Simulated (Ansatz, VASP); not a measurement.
# One calculation of Ge, two programs

The input INCAR:

```
ALGO     = Normal         # electronic algorithm
EDIFF    = 1E-7           # SCF threshold, eV
ENCUT    = 520            # plane-wave cutoff, eV
GGA      = PS             # functional
ISIF     = 2              # what is computed and relaxed
ISMEAR   = -1             # smearing method
LASPH    = True           # aspherical terms in the spheres
LCHARG   = True           # write CHGCAR
LELF     = True           # ELF
LREAL    = False          # projectors in reciprocal space
LVHAR    = True         
LWAVE    = False          # write WAVECAR
NBANDS   = 66             # bands
NELM     = 80             # most SCF steps
PREC     = Accurate       # precision mode
SIGMA    = 0.05           # smearing width, eV
```

KPOINTS

```
k-points
0
Gamma
  8 8 2
```

The input POSCAR:

```
Ge
1.0
    4.0031158814      0.0000000000      0.0000000000
   -2.0015579407      3.4668000476      0.0000000000
    0.0000000000      0.0000000000     13.1567068600
Ge
8
Direct
    0.3333333333      0.6666666667      0.1559415700
    0.6666666667      0.3333333333      0.8440584300
    0.6666666667      0.3333333333      0.6559415700
    0.3333333333      0.6666666667      0.3440584300
    0.0000000000      0.0000000000      0.0931488400
    0.0000000000      0.0000000000      0.9068511600
    0.0000000000      0.0000000000      0.5931488400
    0.0000000000      0.0000000000      0.4068511600
```

input.yaml

```yaml
crystal:
  lattice:
    - [4.0031158814, 0.0, 0.0]
    - [-2.0015579407, 3.4668000476, 0.0]
    - [0.0, 0.0, 13.15670686]
  atoms:
    - { symbol: Ge, position: [0.3333333333, 0.6666666667, 0.15594157] }
    - { symbol: Ge, position: [0.6666666667, 0.3333333333, 0.84405843] }
    - { symbol: Ge, position: [0.6666666667, 0.3333333333, 0.65594157] }
    - { symbol: Ge, position: [0.3333333333, 0.6666666667, 0.34405843] }
    - { symbol: Ge, position: [0.0, 0.0, 0.09314884] }
    - { symbol: Ge, position: [0.0, 0.0, 0.90685116] }
    - { symbol: Ge, position: [0.0, 0.0, 0.59314884] }
    - { symbol: Ge, position: [0.0, 0.0, 0.40685116] }
hamiltonian:
  xc: pbesol
  pseudopotentials: { kind: paw }
kpoints:
  mp_grid: { grid: [8, 8, 2] }
  band_path:
    path:
      - [[0.0, 0.0, 0.0], [0.5, 0.0, 0.0], [0.3333333333, 0.3333333333, 0.0], [0.0, 0.0, 0.0], [0.0, 0.0, 0.5], [0.5, 0.0, 0.5], [0.3333333333, 0.3333333333, 0.5], [0.0, 0.0, 0.5]]
      - [[0.5, 0.0, 0.5], [0.5, 0.0, 0.0]]
      - [[0.3333333333, 0.3333333333, 0.0], [0.3333333333, 0.3333333333, 0.5]]
    npoints: 10
scf:
  occupations: { method: fermi_dirac, width: 0.05 }
  n_extra_bands: 20
output:
  forces: true
  stress: true
  eigenvalues: true
  fatbands: true
```

Alike in both runs: functional PBEsol; k mesh 8 × 8 × 2; occupations fermi-dirac, width 0.05 eV; no spin polarisation.

```csv
,VASP,Ansatz
version,VASP 6.6.1,Ansatz 0.2.0
potentials or method,"VASP PAW PBE potentials, release 64 (Ge_d)",Ansatz PAW
plane-wave cutoff (eV),520,420
valence electrons in the cell,112,112
task,single point,band structure
```

VASP gave:

```
pressure (GPa)                                                : -0.1
traceless stress, the component that is largest in VASP (GPa) : -0.17
```

Problem. Which values does Ansatz return?

Solution. Pressure (GPa): 0.0; traceless stress, the component that is largest in VASP (GPa): -0.18.

VASP's potentials were made for PBE, not for PBEsol. The functional is the same, so the differences come from potentials, cutoffs and numerics.
